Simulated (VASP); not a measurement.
# Si3N4 in VASP: further runs

Si3N4 is run at these levels: PBE; tasks: single point.

Program: VASP 6.6.1. These are calculated values, not measurements. Logs are shortened: lines on timing, memory, paths and dates and some standing lists are left out, and cuts for length are marked.

### 1 The cell of the first run

The cell holds an amorphous packing of atoms, 21 atoms: a = 6.463 Å, b = 6.267 Å, c = 5.985 Å, α = 85.43°, β = 84.83°, γ = 85.47°.

### 2 Single point, PBE

Contents of INCAR:

```
SYSTEM = Si3N4
  PREC = Accurate
  ENCUT = 520
  EDIFF = 1E-6
  ISMEAR = -1
  SIGMA = 0.2482
  LREAL = Auto
  LASPH = .TRUE.
  NELM = 100
  ALGO = Normal
  ISIF = 2
  LWAVE = .FALSE.
  LCHARG = .FALSE.
  GGA = PE
  NBANDS = 64
  ISYM = 0
```

Contents of KPOINTS:

```
Automatic mesh
0
Gamma
  1 1 1
  0.25 0.25 0.25
```

Contents of POSCAR:

```
Si3N4
1.0
    6.4521200000      0.2464290000      0.2758340000
    0.2464290000      6.2576870000      0.2386670000
    0.2758340000      0.2386670000      5.9735200000
Si N
9 12
Direct
    0.1366312409      0.6379952979      0.7182736535
    0.3908044343      0.9373659688      0.4859181062
    0.0317119810      0.2109615976      0.4796415155
    0.7722008917      0.6264776792      0.3288895310
    0.6986028062      0.1711634393      0.6466071142
    0.5039412215      0.5324172459      0.8196767484
    1.0955149379      0.2957671306      0.9825205036
    0.4201550501      0.0992660631      0.0910082193
    0.1170418979      0.8271268845      0.1201939515
    0.0890768408      0.3467958106      0.6731439525
   -0.0851269014      0.3435503563      0.2228340678
    0.6251322691      0.0206967270      0.4396822376
    1.0205601031      0.0458066408     -0.0159310941
    0.2687749422      0.1614557627      0.3229748239
    1.0092530862      0.7181029754      0.3943407240
    0.6536781745      0.5306598850      0.5889556462
    0.4297301556      0.8337127615      0.1744544404
    0.5913703402      0.6803388434      0.0604761552
    0.4507689170      0.2809886896      0.8905722052
    0.3483735082      0.7226829818      0.6894156481
    1.0348654839      0.6083255889      0.9853268543
```

Potentials or basis: VASP PAW PBE potentials, release 64 (Si, N).

On the command line:

```
> cat potpaw_PBE.64/Si/POTCAR potpaw_PBE.64/N/POTCAR > POTCAR
> mpirun -np 1 vasp_std > vasp.out
```

OUTCAR:

```text
SYSTEM = Si3N4
   PREC = Accurate
   ENCUT = 520
   EDIFF = 1E-6
   ISMEAR = -1
   LREAL = Auto
   LASPH = .TRUE.
   NELM = 100
   ISIF = 2
   GGA = PE
   ISYM = 0

 ion  position               nearest neighbor table
   1  0.137  0.638  0.718-  20 1.50  21 1.67  10 1.92  15 2.18   6 2.53   7 2.58   9 2.75   2 2.79

   2  0.391  0.937  0.486-  12 1.63  20 1.76  14 1.81  17 2.01   8 2.49   3 2.78   1 2.79   5 2.84
                             9 3.09   4 3.14
   3  0.032  0.211  0.480-  10 1.58  14 1.74  11 1.88   5 2.31   2 2.78   7 2.98   4 3.10
   4  0.772  0.626  0.329-  16 1.75  15 1.76  11 2.05  18 2.06   9 2.79   3 3.10   2 3.14
   5  0.699  0.171  0.647-  12 1.74  19 2.18  16 2.25   3 2.31   6 2.73   2 2.84   8 3.10
   6  0.504  0.532  0.820-  16 1.61  19 1.65  20 1.69  18 1.92   1 2.53   5 2.73   8 3.11
   7  0.096  0.296  0.983-  13 1.67  11 1.80  10 1.86  21 1.97  19 2.31   8 2.46   1 2.58   3 2.98
                             9 2.98
   8  0.420  0.099  0.091-  19 1.60  14 1.68  17 1.70   7 2.46   2 2.49   9 2.68   5 3.10   6 3.11

   9  0.117  0.827  0.120-  13 1.65  21 1.78  15 1.83  17 2.08   8 2.68   1 2.75   4 2.79   7 2.98
                             2 3.09
  10  0.089  0.347  0.673-   3 1.58   7 1.86   1 1.92
  11  0.915  0.344  0.223-   7 1.80   3 1.88   4 2.05
  12  0.625  0.021  0.440-   2 1.63   5 1.74
  13  0.021  0.046  0.984-   9 1.65   7 1.67
  14  0.269  0.161  0.323-   8 1.68   3 1.74   2 1.81
  15  0.009  0.718  0.394-   4 1.76   9 1.83   1 2.18
  16  0.654  0.531  0.589-   6 1.61   4 1.75   5 2.25
  17  0.430  0.834  0.174-  18 1.52   8 1.70   2 2.01   9 2.08
  18  0.591  0.680  0.060-  17 1.52   6 1.92   4 2.06
  19  0.451  0.281  0.891-   8 1.60   6 1.65   5 2.18   7 2.31
  20  0.348  0.723  0.689-   1 1.50   6 1.69   2 1.76
  21  0.035  0.608  0.985-   1 1.67   9 1.78   7 1.97

IMPORTANT INFORMATION: All symmetrisations will be switched off!
NOSYMM: (Re-)initialisation of all symmetry stuff for point group C_1.

----------------------------------------------------------------------------------------

                                     Primitive cell

  volume of cell :     240.0090

  direct lattice vectors                    reciprocal lattice vectors
     6.452120000  0.246429000  0.275834000     0.155508572 -0.005859014 -0.006946691
     0.246429000  6.257687000  0.238667000    -0.005859014  0.160268089 -0.006132831
     0.275834000  0.238667000  5.973520000    -0.006946691 -0.006132831  0.167971286

  length of vectors
     6.462713373  6.267083515  5.984645981     0.155773876  0.160492367  0.168226696

  position of ions in fractional coordinates (direct lattice)
     0.136631241  0.637995298  0.718273653
     0.390804434  0.937365969  0.485918106
     0.031711981  0.210961598  0.479641515
     0.772200892  0.626477679  0.328889531
     0.698602806  0.171163439  0.646607114
     0.503941221  0.532417246  0.819676748
[... 13 lines left out ...]
     0.348373508  0.722682982  0.689415648
     0.034865484  0.608325589  0.985326854

  ion indices of the primitive-cell ions
   primitive index   ion index
                 1           1
                 2           2
                 3           3
                 4           4
                 5           5
                 6           6
[... 13 lines left out ...]
                20          20
                21          21

----------------------------------------------------------------------------------------

 KPOINTS: Automatic mesh

Automatic generation of k-mesh.
 Grid dimensions read from file:
 generate k-points for:    1    1    1

 Generating k-lattice:

  Cartesian coordinates                     Fractional coordinates (reciprocal lattice)
     0.155508572 -0.005859014 -0.006946691     1.000000000  0.000000000  0.000000000
    -0.005859014  0.160268089 -0.006132831     0.000000000  1.000000000  0.000000000
    -0.006946691 -0.006132831  0.167971286     0.000000000  0.000000000  1.000000000

  Length of vectors
     0.155773876  0.160492367  0.168226696

  Shift w.r.t. Gamma in fractional coordinates (k-lattice)
     0.250000000  0.250000000  0.250000000

 Subroutine IBZKPT returns following result:
 ===========================================

 Found      1 irreducible k-points:

 Following reciprocal coordinates:
            Coordinates               Weight
  0.250000  0.250000  0.250000      2.000000
   k-points           NKPTS =      1   k-points in BZ     NKDIM =      1   number of bands    NBANDS=     64
   number of dos      NEDOS =    301   number of ions     NIONS =     21
   total plane-waves  NPLWV = 110592
   dimension x,y,z NGX =    48 NGY =   48 NGZ =   48
   dimension x,y,z NGXF=    96 NGYF=   96 NGZF=   96
   ions per type =               9  12
   NGX,Y,Z   is equivalent  to a cutoff of  12.35, 12.73, 13.33 a.u.
   NGXF,Y,Z  is equivalent  to a cutoff of  24.69, 25.47, 26.67 a.u.
 SYSTEM =  Si3N4
   PREC   = accura    normal or accurate (medium, high low for compatibility)
   ISTART =      0    job   : 0-new  1-cont  2-samecut
   ICHARG =      2    charge: 1-file 2-atom 10-const
   ISPIN  =      1    spin polarized calculation?
   LNONCOLLINEAR =      F non collinear calculations
   LSORBIT =      F    spin-orbit coupling
   LASPH  =      T    aspherical Exc in radial PAW
   ENCUT  =  520.0 eV  38.22 Ry    6.18 a.u.  12.02 11.65 11.13*2*pi/ulx,y,z
   NELM   =    100;   NELMIN=  2; NELMDL= -5     # of ELM steps
   EDIFF  = 0.1E-05   stopping-criterion for ELM
   LREAL  =      T    real-space projection
   EDIFFG = 0.1E-04   stopping-criterion for IOM
   NSW    =      0    number of steps for IOM
   IBRION =     -1    ionic relax: 0-MD 1-quasi-New 2-CG
   NFREE  =      0    steps in history (QN), initial steepest desc. (CG)
   ISIF   =      2    stress and relaxation
   ISYM   =      0    0-nonsym 1-usesym 2-fastsym
   POTIM  = 0.5000    time-step for ionic-motion
   TEBEG  =    0.0;   TEEND  =   0.0 temperature during run
   PSTRESS=    0.0 pullay stress
   NELECT =      96.0000    total number of electrons
   NUPDOWN=      -1.0000    fix difference up-down
   EMIN   =  10.00;   EMAX   =-10.00  energy-range for DOS
   EFERMI =   0.00;   METHOD = LEGACY
   ISMEAR =    -1;   SIGMA  =   0.25  broadening in eV -4-tet -1-fermi 0-gaus
   EFERMI_NEDOS =   21; number of points for ismear=-14 and -15
   IALGO  =     38    algorithm
   IMIX   =      4    mixing-type and parameters
     AMIX     =   0.40;   BMIX     =  1.00
     AMIX_MAG =   1.60;   BMIX_MAG =  1.00
  volume/ion in A,a.u.               =      11.43        77.13
  Fermi-wavevector in a.u.,A,eV,Ry     =   1.206209  2.279405 19.795678  1.454941
  Thomas-Fermi vector in A             =   2.341883
   LORBIT       =      0    0 simple, 1 ext, 2 COOP (PROOUT), +10 PAW based schemes
   GGA     = PE    functional components
   LHFCALC =     F    Hartree Fock is set to
   AEXX    =    0.0000 exact exchange contribution
   IVDW    =     0    specifies the selected vdW correction
   LEPSILON=     F    determine dielectric tensor
   LRPA    =     F    only Hartree local field effects (RPA)
 non-spin polarized calculation
  energy-cutoff  :      520.00
  volume of cell :      240.01
 maximum number of plane-waves:      6475
 NGX is ok and might be reduce to    48
   NGX = 25   NGY = 23   NGZ = 23

 number of electron      95.9999997 magnetization

 Free energy of the ion-electron system (eV)
  ---------------------------------------------------
  ext. energy  EPLUGINS =         0.00000000
  ---------------------------------------------------
  free energy    TOTEN  =      -144.90379268 eV

  energy without entropy =     -144.30625945  energy(sigma->0) =     -144.60502607

 E-fermi :   6.8756     XC(G=0): -10.4489

 val. band max:        6.4480617912   @ k =   0.2500   0.2500   0.2500
 cond. band min:       7.2747571516   @ k =   0.2500   0.2500   0.2500
 fundamental gap:      0.8266953604
 Fermi energy:         6.8755621644

 k-point     1 :       0.2500    0.2500    0.2500
  band No.  band energies     occupation
      1     -13.1495      2.00000
      2     -12.3211      2.00000
      3     -11.5019      2.00000
      4     -10.8748      2.00000
      5     -10.5111      2.00000
      6      -9.4363      2.00000
[... 52 lines left out ...]
     59      10.8706      0.00000
     60      11.3249      0.00000
 [bands above 60 left out]

------------------------ aborting loop because EDIFF is reached ----------------------------------------

  FORCE on cell =-STRESS in cart. coord.  units (eV):
  Direction    XX          YY          ZZ          XY          YZ          ZX
  --------------------------------------------------------------------------------------
  -------------------------------------------------------------------------------------
  Total       35.3865419     12.9817186     -9.1093974      2.2552660     -3.2622173     -8.0305615
  in kB      236.2224565     86.6593143    -60.8096782     15.0550022    -21.7768945    -53.6079217
  external PRESSURE =      87.3573642 kB  Pullay stress =       0.0000000 kB

 VOLUME and BASIS-vectors are now :
 -----------------------------------------------------------------------------
  energy-cutoff  :      520.00
  volume of cell :      240.01
      direct lattice vectors                 reciprocal lattice vectors
     6.452120000  0.246429000  0.275834000     0.155508572 -0.005859014 -0.006946691
     0.246429000  6.257687000  0.238667000    -0.005859014  0.160268089 -0.006132831
     0.275834000  0.238667000  5.973520000    -0.006946691 -0.006132831  0.167971286

 POSITION                                       TOTAL-FORCE (eV/Angst)
 -----------------------------------------------------------------------------------
      1.23691      4.19747      4.48058       -11.923768     -4.974907     -4.481880
      2.88654      6.07802      3.23416         0.436247     -1.037444     -1.210567
      0.38890      1.44242      2.92424        -1.377561      0.204740     -4.730382
      5.22743      4.18909      2.32715         0.841132     -3.343771     -0.361359
      4.72800      1.39757      4.09607         0.077049      0.277871     -1.959598
      3.60879      3.65152      5.16243         3.658938      3.360318      2.326392
[... 13 lines left out ...]
      2.61600      4.77271      4.38681         4.276285      6.118814     -1.096125
      0.64665      4.05047      6.04067         2.081645      1.325902     -0.864707
 -----------------------------------------------------------------------------------
    total drift:                               -0.002136     -0.004227     -0.000336

  FREE ENERGIE OF THE ION-ELECTRON SYSTEM (eV)
  ---------------------------------------------------
  free  energy   TOTEN  =      -144.9037926820 eV

  energy  without entropy=     -144.3062594526  energy(sigma->0) =     -144.60502607
```

Run time: 24 s. Hardware: 1 thread of AMD EPYC 9R45 (Zen 5), shared host; peak memory 0.27 GiB.

What came out:

```yaml
Free_energy: -144.9038 eV
Pressure: 8.7 GPa
Largest_force: 13.675 eV/Å
Band_gap_on_the_k_mesh: 0.83 eV
```

Forces on the atoms (eV/Å):
```
Si  -11.924  -4.975  -4.482
Si    0.436  -1.037  -1.211
Si   -1.378   0.205  -4.730
Si    0.841  -3.344  -0.361
Si    0.077   0.278  -1.960
Si    3.659   3.360   2.326
Si   -4.525   1.890  -1.107
Si    0.811  -0.431   2.603
Si   -1.038  -2.545   2.167
N     2.730   5.215   5.742
N    -0.914   0.932   3.227
N     1.170   0.511   1.776
N     1.264  -1.738  -0.452
N    -0.432  -0.984   1.778
N     1.262   1.731   0.407
N     2.947  -3.309  -2.904
N    -1.965  -2.141  -2.021
N     0.232   0.149   2.090
N     0.388  -1.213  -0.928
N     4.276   6.119  -1.096
N     2.082   1.326  -0.865
```

Caveat: the k points lie up to 1.06 Å⁻¹ apart.

### 3 Single point, PBE

Contents of INCAR:

```
SYSTEM = Si3N4
ALGO = Normal ; EDIFF = 1E-7
ENCUT = 520 ; GGA = PE
ISIF = 2 ; ISMEAR = -1
ISYM = 0 ; LASPH = .TRUE.
LCHARG = .FALSE. ; LREAL = Auto
LWAVE = .FALSE. ; NBANDS = 64
NELM = 100 ; PREC = Accurate
SIGMA = 0.2482
```

KPOINTS is that of step 2.

Contents of POSCAR:

```
Si3N4
1.0
    6.4521200000      0.2464290000      0.2758340000
    0.2464290000      6.2576870000      0.2386670000
    0.2758340000      0.2386670000      5.9735200000
Si N
9 12
Direct
    0.1374164044      0.6350848918      0.6515024772
    0.4702433066      0.9169461575      0.5588093987
    0.0902556179      0.2157526877      0.4282184349
    0.7570437165      0.5301690020      0.3330447974
    0.6815223936      0.1713743819      0.7403406270
    0.5574446776      0.5279289412      0.8323957379
    0.9886246733      0.2915178609      0.9062027094
    0.3880841211      0.0733502923      0.1447357522
    0.0944096511      0.7857962551      0.1119246229
    0.1594626238      0.3640394149      0.6825161030
   -0.0478553194      0.2839647364      0.2109026357
    0.6818933908     -0.0085820155      0.5594374610
    1.1639110884      0.0593821776      0.0069153837
    0.2881330544      0.0661678221      0.4066550428
    1.0170794520      0.6213852609      0.3833863033
    0.6668917366      0.4404045467      0.6168457715
    0.4665083804      0.8017561865      0.2056779560
    0.6151684844      0.6285906639      0.0621284884
    0.5136865171      0.2500585826      0.9728215628
    0.3631532942      0.7261012450      0.7195304558
    1.0376003366      0.6633360844      0.9096045741
```

Potentials or basis: VASP PAW PBE potentials, release 64 (Si, N).

On the command line:

```
> cat potpaw_PBE.64/Si/POTCAR potpaw_PBE.64/N/POTCAR > POTCAR
> mpirun -np 1 vasp_std > vasp.out
```

It took 27 s on 1 thread of AMD EPYC 9R45 (Zen 5), shared host; peak memory 0.27 GiB.

The run converged. Its results:

```
Free energy            : -147.4979 eV
Pressure               : 13.5 GPa
Largest force          : 8.642 eV/Å
Band gap on the k mesh : 1.11 eV
```

Forces on the atoms (eV/Å):
```
Si  -1.206 -1.052 -1.379
Si  -7.330 -3.140 -2.997
Si  -4.151  5.771  3.425
Si   2.083 -1.572 -1.710
Si   2.890  1.407  2.184
Si  -5.892  1.748  4.906
Si   1.042 -2.769  2.131
Si  -0.392 -1.949 -4.935
Si   1.907  2.748  2.636
N   -0.669 -2.144 -2.913
N   -3.969  3.036  1.027
N    7.330  2.250  0.648
N   -0.215 -3.588  0.137
N    4.260 -2.483  2.371
N   -0.189  4.372 -1.733
N    3.087 -1.904 -7.844
N    0.651 -1.911 -0.837
N    1.231  2.770  6.538
N    1.157  1.409 -1.477
N    2.404 -0.760 -0.286
N   -4.029 -2.241  0.108
```

Stress tensor (GPa, compression positive):
```
 21.47  -3.21 -12.06
 -3.21  14.41  10.25
-12.06  10.25   4.47
```

Levels at points of the mesh, in eV from the valence-band top:
| k point | band 44 | band 45 | band 46 | band 47 | band 48 | band 49 | band 50 | band 51 | band 52 | band 53 |
| --- | --- | --- | --- | --- | --- | --- | --- | --- | --- | --- |
| (0.25, 0.25, 0.25) | -1.34 | -0.92 | -0.68 | -0.35 | 0.00 | 1.11 | 2.05 | 2.68 | 3.01 | 3.23 |

Caveat: the k points lie up to 1.06 Å⁻¹ apart.
